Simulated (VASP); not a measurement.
Wanted: the native input for a VASP 6.6.1 run.

- Task: single point
- Functional: PBE
- Potentials or basis: VASP PAW PBE potentials, release 64 (Co)
- Cutoff: 520 eV
- k mesh: 12 × 12 × 7
- Occupations: gaussian, width 0.02 eV
- Spin: collinear spin, ferromagnetic start
- Starting moments: [2.0, 2.0] μB
- Dipole correction: no
- Further INCAR settings: ALGO = Normal; EDIFF = 1e-07; NBANDS = 20

The structure of Co lies in POSCAR:

```
Co
1.0
    2.4719999032      0.0000000000      0.0000000000
   -1.2359999516      2.1408147143      0.0000000000
    0.0000000000      0.0000000000      4.0211440800
Co
2
Direct
    0.6666666667      0.3333333333      0.7500000000
    0.3333333333      0.6666666667      0.2500000000
```

One way to write it, as run:

INCAR

```
SYSTEM = Co
PREC = Accurate
ENCUT = 520
EDIFF = 1E-7
ISMEAR = 0
SIGMA = 0.02
LREAL = .FALSE.
LASPH = .TRUE.
NELM = 150
ALGO = Normal
ISIF = 2
LWAVE = .FALSE.
LCHARG = .FALSE.
ISPIN = 2
MAGMOM = 2 2
LORBIT = 11
LMAXMIX = 4
GGA = PE
NBANDS = 20
```

KPOINTS

```
regular mesh
0
G
  12 12 7
  0 0 0
```

Potentials or basis: VASP PAW PBE potentials, release 64 (Co).

The run is started by

```console
$ cat potpaw_PBE.64/Co/POTCAR > POTCAR
$ mpirun -np 1 vasp_std > vasp.out
```

Results of the run:

| Item | Value |
| --- | --- |
| Pressure | 3.9 GPa |
| Net moment | 3.21 μB per cell |
| Site moments | Co +1.62 μB |
| Valence electrons inside the program's atomic spheres | Co 8.31 |

Caveat: the cell stands under pressure.

Run time: 27 s on 1 thread of Intel(R) Xeon(R) 6975P-C (Granite Rapids), on a shared host, peak memory 0.17 GiB.
